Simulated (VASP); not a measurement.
Input of a VASP 6.6.1 run:

Contents of POSCAR:

```
KCl
1.0
    3.7711686990      0.0000000000      0.0000000000
    0.0000000000      3.7711686990      0.0000000000
    0.0000000000      0.0000000000      3.7711686990
K Cl
1 1
Direct
    0.0000000000      0.0000000000      0.0000000000
    0.5000000000      0.5000000000      0.5000000000
```

The input INCAR.step1:

```
PREC = Accurate
ENCUT = 520
ISMEAR = 0
SIGMA = 0.01
LREAL = F
LASPH = T
NELM = 80
NBANDS = 15
GGA = PE
ALGO = Normal
EDIFF = 1E-4
LWAVE = T
LCHARG = F
```

Contents of INCAR.step2:

```
PREC = Accurate
ENCUT = 520
EDIFF = 1E-6
ISMEAR = 0
SIGMA = 0.01
LREAL = F
LASPH = T
NELM = 80
ALGO = Normal
ISIF = 2
LWAVE = F
LCHARG = T
METAGGA = R2SCAN
LMIXTAU = T
LELF = T
LVHAR = T
NBANDS = 15
ISTART = 1
```

KPOINTS

```
Automatic mesh
0
Gamma
  8 8 8
```

Potentials or basis: VASP PAW PBE potentials, release 64 (K_sv, Cl).

Command:

```console
$ cat potpaw_PBE.64/K_sv/POTCAR potpaw_PBE.64/Cl/POTCAR > POTCAR
$ cp INCAR.step1 INCAR
$ mpirun -np 1 vasp_std > vasp.out
$ cp INCAR.step2 INCAR
$ mpirun -np 1 vasp_std > vasp.out
```

Q: What does it give for the band gap on the k mesh?

A: 5.81 eV, indirect (least direct gap 6.02 eV).

Q: Estimate the pressure.

A: 0.0 GPa.

Caveat: the PAW data sets were made with another functional, which shifts forces and pressure a little. r2SCAN opens gaps a little over a GGA but as a rule still falls short of measured ones.
